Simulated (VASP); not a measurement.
# SnSe4: density of states with PBE

The system is SnSe4.

```
Sn Se
1.0
     4.52846    0.00000    0.00000
    -2.26423    3.92176    0.00000
     0.00000    0.00000   11.24757
Sn Se
1 4
Direct
  0.00000 0.00000 0.50000
  0.33333 0.66667 0.00000
  0.66667 0.33333 0.00000
  0.00000 0.00000 0.70717
  0.00000 0.00000 0.29283
```

```yaml
Program: VASP 6.6.1
Task: density of states
Functional: PBE
Potentials_or_basis: VASP PAW PBE potentials, release 64 (Sn_d, Se)
Cutoff: 520 eV
k_mesh: 12 × 12 × 4
Occupations: gaussian, width 0.1 eV
Spin: no spin polarisation
Dipole_correction: no
k_mesh_for_the_DOS: 18 × 18 × 6
Occupations_for_the_DOS: tetrahedron
Further_INCAR_settings: ALGO = Normal; EDIFF = 1e-07
```

```json
{
 "Valence electrons inside the program's atomic spheres": "Sn 12.32; Se 3.66, 3.77"
}
```

Levels at points of the mesh, in eV from the Fermi level:
```csv
k point,band 16,band 17,band 18,band 19,band 20,band 21,band 22,band 23
"(0.00, 0.00, 0.00)",-1.12,-0.39,-0.39,0.08,0.08,0.69,0.79,3.28
"(0.50, 0.00, 0.00)",-1.42,-1.23,-1.07,-0.65,0.99,1.38,1.55,2.69
"(0.00, 0.00, 0.50)",-1.10,-0.47,-0.47,0.15,0.15,0.69,1.15,3.25
"(0.50, 0.00, 0.50)",-1.55,-1.43,-1.18,-0.63,1.16,1.37,1.54,2.66
```

Wall time 4.6 min on 1 thread of Intel(R) Xeon(R) 6975P-C (Granite Rapids) (shared host), peak memory 0.76 GiB.

Caveat: spin-orbit coupling is left out, which moves the levels of the heavy elements.
